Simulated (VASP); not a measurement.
Here is a VASP 6.6.1 calculation.

File INCAR:

```
PREC = Accurate ; ENCUT = 600
EDIFF = 1E-6 ; ISMEAR = 0
SIGMA = 0.1 ; LREAL = False
LASPH = True ; NELM = 100
ALGO = Fast ; ISIF = 3
LWAVE = False ; LCHARG = False
GGA = PE ; IBRION = 2
NSW = 90 ; EDIFFG = -0.04
```

File KPOINTS:

```
regular mesh
0
Gamma
  6 6 2
```

Contents of POSCAR:

```
HfGa2As2
1.0
    4.2122186800      0.0000000000      0.0000000000
   -2.1061093400      3.6478883800      0.0000000000
    0.0000000000      0.0000000000      7.9112628700
Hf Ga As
1 2 2
Direct
    0.0000000000      0.0000000000      0.0357538600
    0.3333333300      0.6666666700      0.9235414800
    0.6666666700      0.3333333300      0.9235414800
    0.3333333300      0.6666666700      0.1993977700
    0.6666666700      0.3333333300      0.1993977700
```

Potentials or basis: VASP PAW PBE potentials, release 64 (Hf_pv, Ga_d, As).

The run is started by

```bash
$ cat potpaw_PBE.64/Hf_pv/POTCAR potpaw_PBE.64/Ga_d/POTCAR potpaw_PBE.64/As/POTCAR > POTCAR
$ mpirun -np 1 vasp_std > vasp.out
```

Task: Predict the space group after relaxing (to 0.1 Å).

Result: P6mm (No. 183).

Task: Predict the relaxed cell.

Result: a = 4.657 Å, b = 4.657 Å, c = 8.468 Å, α = 90.00°, β = 90.00°, γ = 120.00°.

Task: Estimate the band gap on the k mesh.

Result: Zero (bands 23 and 24 overlap by 0.40 eV).

Forces in eV/Å, atoms in the order of the input:
```
Hf   0.000  0.000  0.026
Ga   0.000  0.000 -0.013
Ga   0.000  0.000 -0.013
As   0.000  0.000  0.000
As   0.000  0.000  0.000
```

Caveat: the k points lie up to 0.37 Å⁻¹ apart in the final cell; the relaxation moved the vacuum too, so the length across it says nothing of the material; spin-orbit coupling is left out, which moves the levels of the heavy elements.
